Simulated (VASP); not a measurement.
Write the native input for VASP 6.6.1 that does the following.

```
Task                   : relaxation of cell and atoms
Functional             : LDA
Potentials or basis    : VASP PAW LDA potentials, release 64 (Si)
Cutoff                 : 600 eV
k mesh                 : 12 × 12 × 12
Occupations            : gaussian, width 0.02 eV
Spin                   : no spin polarisation
Dipole correction      : no
Further INCAR settings : ALGO = Normal; EDIFF = 1e-07; IBRION = 2; EDIFFG = -0.005; NSW = 100; ISIF = 3
```

The structure of Si lies in POSCAR:

```
Si
1.0
    0.0000000000      2.7007989409      2.7007989409
    2.7007989409      0.0000000000      2.7007989409
    2.7007989409      2.7007989409      0.0000000000
Si
2
Direct
    0.5000000000      0.5000000000      0.5000000000
    0.7500000000      0.7500000000      0.7500000000
```

One way to write it, as run:

INCAR

```
  ALGO = Normal
  EDIFF = 1E-7
  EDIFFG = -0.005
  ENCUT = 600
  GGA = CA
  IBRION = 2
  ISIF = 3
  ISMEAR = 0
  LASPH = True
  LCHARG = False
  LREAL = False
  LWAVE = False
  NELM = 80
  NSW = 100
  PREC = Accurate
  SIGMA = 0.02
```

KPOINTS

```
k-points
0
Gamma
  12 12 12
```

Potentials or basis: VASP PAW LDA potentials, release 64 (Si).

Run with:

```console
$ cat potpaw_LDA.64/Si/POTCAR > POTCAR
$ mpirun -np 1 vasp_std > vasp.out
```

It gave:

The relaxed volume is 19.72 Å³/atom. The relaxed cell is a = 3.820 Å, b = 3.820 Å, c = 3.820 Å, α = 60.00°, β = 60.00°, γ = 60.00°. The space group after relaxing (to 0.05 Å) is Fd-3m (No. 227) and the energy gained by relaxing is 0.0 meV/atom. The ionic steps are 3, the pressure after relaxing is 0.0 GPa and the band gap on the k mesh is 0.44 eV, indirect (least direct gap 2.53 eV).

Run time: 38 s on 1 thread of AMD EPYC 7R43 64-Core Processor (Zen 3), with other jobs on the host, peak memory 0.13 GiB.
